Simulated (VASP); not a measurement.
Input of a VASP 6.6.1 run:

The input INCAR:

```
PREC     = Accurate       # precision mode
ENCUT    = 600            # plane-wave cutoff, eV
EDIFF    = 1E-6           # SCF threshold, eV
ISMEAR   = 0              # smearing method
SIGMA    = 0.02           # smearing width, eV
LREAL    = False          # projectors in reciprocal space
LASPH    = True           # aspherical terms in the spheres
NELM     = 100            # most SCF steps
ALGO     = Normal         # electronic algorithm
ISIF     = 3              # what is computed and relaxed
LWAVE    = False          # write WAVECAR
LCHARG   = False          # write CHGCAR
GGA      = PE             # functional
IBRION   = 2              # ionic algorithm
NSW      = 100            # ionic steps
EDIFFG   = -0.01          # ionic threshold
```

File KPOINTS:

```
regular mesh
0
Gamma
  6 6 6
```

Contents of POSCAR:

```
H
1.0
    2.7104473372     -2.5718366551      0.0000000000
    2.7104473372      2.5718366551      0.0000000000
    0.0000000000      0.0000000000      4.4179722760
H
4
Direct
    0.9532949706      0.0467050294      0.0652763340
    0.4532949706      0.5467050294      0.4347236660
    0.5467050294      0.4532949706      0.5652763340
    0.0467050294      0.9532949706      0.9347236660
```

Potentials or basis: VASP PAW PBE potentials, release 64 (H).

The run is started by

```console
$ cat potpaw_PBE.64/H/POTCAR > POTCAR
$ mpirun -np 1 vasp_std > vasp.out
```

Estimate the relaxed cell.

a = 3.736 Å, b = 3.736 Å, c = 4.418 Å, α = 90.00°, β = 90.00°, γ = 86.99°.

What does it give for the space group after relaxing (to 0.1 Å)?

Cmce (No. 64).

Estimate the band gap on the k mesh.

9.32 eV (least direct gap 9.82 eV).

What does it give for the relaxed volume?

15.40 Å³/atom.

Forces on the atoms (eV/Å):
```
H    0.000  0.002  0.002
H    0.000  0.002 -0.002
H    0.000 -0.002  0.002
H    0.000 -0.002 -0.002
```

Caveat: this functional lacks dispersion, which holds the molecules together, so the pressure and a relaxed volume are unreliable. A k mesh can miss the band edges.
